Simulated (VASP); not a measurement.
# Tl (Pm-3m) in VASP: single point with PBE

Aim: the single point of Tl with PBE.

Everything below comes from runs of VASP 6.6.1. Logs are shortened: lines on timing, memory, paths and dates and some standing lists are left out, and cuts for length are marked.

## 1. The cell of the first run

It takes space group Pm-3m (No. 221, cubic). The conventional cell has a = 2.396 Å, b = 2.396 Å, c = 2.396 Å, α = 90.00°, β = 90.00°, γ = 90.00°. Within 3.2 Å of Tl (site symmetry m-3m) lie 6 Tl at 2.40 Å.

This isn't the form of Tl at room conditions, which is hcp.

## 2. Single point, PBE (13.75 Å³/atom)

Input file POSCAR:

```
Tl
1.0
    2.3958017936      0.0000000000      0.0000000000
    0.0000000000      2.3958017936      0.0000000000
    0.0000000000      0.0000000000      2.3958017936
Tl
1
Direct
    0.0000000000      0.0000000000      0.0000000000
```

Input file INCAR.step1:

```
SYSTEM = Tl
PREC = Accurate
ENCUT = 520
EDIFF = 1E-6
ISMEAR = -1
SIGMA = 0.08
LREAL = .False.
LASPH = .True.
NELM = 100
ALGO = Normal
ISIF = 2
LWAVE = .False.
LCHARG = .True.
GGA = PE
NBANDS = 12
```

Input file KPOINTS.step1:

```
regular mesh
0
Gamma
  12 12 12
  0 0 0
```

Input file INCAR.step2:

```
SYSTEM = Tl
PREC = Accurate
ENCUT = 520
EDIFF = 1E-6
ISMEAR = -5
SIGMA = 0.08
LREAL = .False.
LASPH = .True.
NELM = 100
ALGO = Normal
ISIF = 2
LWAVE = .False.
LCHARG = .False.
GGA = PE
LORBIT = 11
NEDOS = 2001
ICHARG = 11
```

Input file KPOINTS.step2:

```
regular mesh
0
Gamma
  18 18 18
  0 0 0
```

Potentials or basis: VASP PAW PBE potentials, release 64 (Tl_d).

On the command line:

```bash
> cat potpaw_PBE.64/Tl_d/POTCAR > POTCAR
> cp INCAR.step1 INCAR
> cp KPOINTS.step1 KPOINTS
> mpirun -np 1 vasp_std > vasp.out
> cp INCAR.step2 INCAR
> cp KPOINTS.step2 KPOINTS
> mpirun -np 1 vasp_std > vasp.out
```

OUTCAR:

```text
SYSTEM = Tl
   PREC = Accurate
   ENCUT = 520
   EDIFF = 1E-6
   ISMEAR = -5
   LREAL = .False.
   LASPH = .True.
   NELM = 100
   ISIF = 2
   GGA = PE
   LORBIT = 11
   ICHARG = 11

 ion  position               nearest neighbor table
   1  0.000  0.000  0.000-

  LATTYP: Found a simple cubic cell.
 ALAT       =     2.3958017936

  Lattice vectors:

 A1 = (   2.3958017936,   0.0000000000,   0.0000000000)
 A2 = (   0.0000000000,   2.3958017936,   0.0000000000)
 A3 = (   0.0000000000,   0.0000000000,   2.3958017936)

Analysis of symmetry for initial positions (statically):
=====================================================================
 Subroutine PRICEL returns:
 Original cell was already a primitive cell.

 Routine SETGRP: Setting up the symmetry group for a
 simple cubic supercell.

 Subroutine GETGRP returns: Found 48 space group operations
 (whereof 48 operations were pure point group operations)
 out of a pool of 48 trial point group operations.

The static configuration has the point symmetry O_h .

Analysis of symmetry for dynamics (positions and initial velocities):
=====================================================================
 Subroutine PRICEL returns:
 Original cell was already a primitive cell.

 Routine SETGRP: Setting up the symmetry group for a
 simple cubic supercell.

 Subroutine GETGRP returns: Found 48 space group operations
 (whereof 48 operations were pure point group operations)
 out of a pool of 48 trial point group operations.

The dynamic configuration has the point symmetry O_h .

 Subroutine INISYM returns: Found 48 space group operations
 (whereof 48 operations are pure point group operations),
 and found     1 'primitive' translations

----------------------------------------------------------------------------------------

                                     Primitive cell

  volume of cell :      13.7516

  direct lattice vectors                    reciprocal lattice vectors
     2.395801794  0.000000000  0.000000000     0.417396799  0.000000000  0.000000000
     0.000000000  2.395801794  0.000000000     0.000000000  0.417396799  0.000000000
     0.000000000  0.000000000  2.395801794     0.000000000  0.000000000  0.417396799

  length of vectors
     2.395801794  2.395801794  2.395801794     0.417396799  0.417396799  0.417396799

[... 86 lines left out ...]
   ISIF   =      2    stress and relaxation
   ISYM   =      2    0-nonsym 1-usesym 2-fastsym
   POTIM  = 0.5000    time-step for ionic-motion
   TEBEG  =    0.0;   TEEND  =   0.0 temperature during run
   PSTRESS=    0.0 pullay stress
   NELECT =      13.0000    total number of electrons
   NUPDOWN=      -1.0000    fix difference up-down
   EMIN   =  10.00;   EMAX   =-10.00  energy-range for DOS
   EFERMI =   0.00;   METHOD = LEGACY
   ISMEAR =    -5;   SIGMA  =   0.08  broadening in eV -4-tet -1-fermi 0-gaus
   EFERMI_NEDOS =   21; number of points for ismear=-14 and -15
   IALGO  =     38    algorithm
   IMIX   =      4    mixing-type and parameters
     AMIX     =   0.40;   BMIX     =  1.00
     AMIX_MAG =   1.60;   BMIX_MAG =  1.00
  volume/ion in A,a.u.               =      13.75        92.80
  Fermi-wavevector in a.u.,A,eV,Ry     =   1.606713  3.036248 35.123817  2.581528
  Thomas-Fermi vector in A             =   2.702857
   LORBIT       =     11    0 simple, 1 ext, 2 COOP (PROOUT), +10 PAW based schemes
   GGA     = PE    functional components
   LHFCALC =     F    Hartree Fock is set to
   AEXX    =    0.0000 exact exchange contribution
   IVDW    =     0    specifies the selected vdW correction
   LEPSILON=     F    determine dielectric tensor
   LRPA    =     F    only Hartree local field effects (RPA)
 non-spin polarized calculation
 Fermi weights with tetrahedron method with Bloechl corrections
  energy-cutoff  :      520.00
  volume of cell :       13.75
 maximum number of plane-waves:       382
 NGX is ok and might be reduce to    18

 number of electron      13.0000009 magnetization

 Free energy of the ion-electron system (eV)
  ---------------------------------------------------
  ext. energy  EPLUGINS =         0.00000000
  ---------------------------------------------------
  free energy    TOTEN  =         4.02993997 eV

  energy without entropy =        4.02993997  energy(sigma->0) =        4.02993997

 E-fermi :  19.1043     XC(G=0): -14.3070

 val. band max:       19.5717066179   @ k =   0.5000   0.5000   0.2778
 cond. band min:      19.1238815604   @ k =   0.3889   0.2778   0.1667
 fundamental gap:     -0.4478250575
 Fermi energy:        19.1043477134

 k-point     1 :       0.0000    0.0000    0.0000
  band No.  band energies     occupation
      1       0.5544      2.00000
      2       0.6733      2.00000
      3       0.6733      2.00000
      4       6.6644      2.00000
      5       6.6644      2.00000
      6       6.6644      2.00000
      7      28.6914      0.00000
      8      28.6914      0.00000
      9      28.6914      0.00000
     10      35.9735      0.00000
[... 287 lines left out ...]
 k-point    24 :       0.3333    0.1111    0.0000
  band No.  band energies     occupation
      1       1.2430      2.00000
      2       1.9978      2.00000
      3       4.3514      2.00000
      4       5.1277      2.00000
      5       6.5565      2.00000
      6       6.5706      2.00000
      7      18.3893      1.72650
      8      29.6513      0.00000
      9      32.2305      0.00000
     10      34.0601      0.00000

 [... further k-points ...]

------------------------ aborting loop because EDIFF is reached ----------------------------------------

  FORCE on cell =-STRESS in cart. coord.  units (eV):
  Direction    XX          YY          ZZ          XY          YZ          ZX
  --------------------------------------------------------------------------------------
  -------------------------------------------------------------------------------------
  Total       21.7613127     21.7613127     21.7613127     -0.0000000     -0.0000000      0.0000000
  in kB     2535.3797340   2535.3797340   2535.3797340     -0.0000000     -0.0000000      0.0000000
  external PRESSURE =    2535.3797340 kB  Pullay stress =       0.0000000 kB

 VOLUME and BASIS-vectors are now :
 -----------------------------------------------------------------------------
  energy-cutoff  :      520.00
  volume of cell :       13.75
      direct lattice vectors                 reciprocal lattice vectors
     2.395801794  0.000000000  0.000000000     0.417396799  0.000000000  0.000000000
     0.000000000  2.395801794  0.000000000     0.000000000  0.417396799  0.000000000
     0.000000000  0.000000000  2.395801794     0.000000000  0.000000000  0.417396799

 POSITION                                       TOTAL-FORCE (eV/Angst)
 -----------------------------------------------------------------------------------
      0.00000      0.00000      0.00000         0.000000      0.000000      0.000000
 -----------------------------------------------------------------------------------
    total drift:                               -0.000000     -0.000000      0.000000

  FREE ENERGIE OF THE ION-ELECTRON SYSTEM (eV)
  ---------------------------------------------------
  free  energy   TOTEN  =         4.0299399723 eV

  energy  without entropy=        4.0299399723  energy(sigma->0) =        4.02993997

 total charge

# of ion       s       p       d       tot
------------------------------------------
    1        1.209   1.407   9.896  12.512
```

OUTCAR.step1:

```text
SYSTEM = Tl
   PREC = Accurate
   ENCUT = 520
   EDIFF = 1E-6
   ISMEAR = -1
   LREAL = .False.
[... 578 lines left out ...]
 -----------------------------------------------------------------------------------
      0.00000      0.00000      0.00000         0.000000      0.000000      0.000000
 -----------------------------------------------------------------------------------
    total drift:                               -0.000000      0.000000      0.000000

  FREE ENERGIE OF THE ION-ELECTRON SYSTEM (eV)
  ---------------------------------------------------
  free  energy   TOTEN  =         4.0259458051 eV

  energy  without entropy=        4.0305069742  energy(sigma->0) =        4.02822639
```

Run time: 26 s. Hardware: 1 thread of Intel Xeon 8259CL, shared host; peak memory 0.14 GiB.

Results:

```
Valence electrons inside the program's atomic spheres : Tl 12.51
```

Caveat: spin-orbit coupling is left out, which moves the levels of the heavy elements.
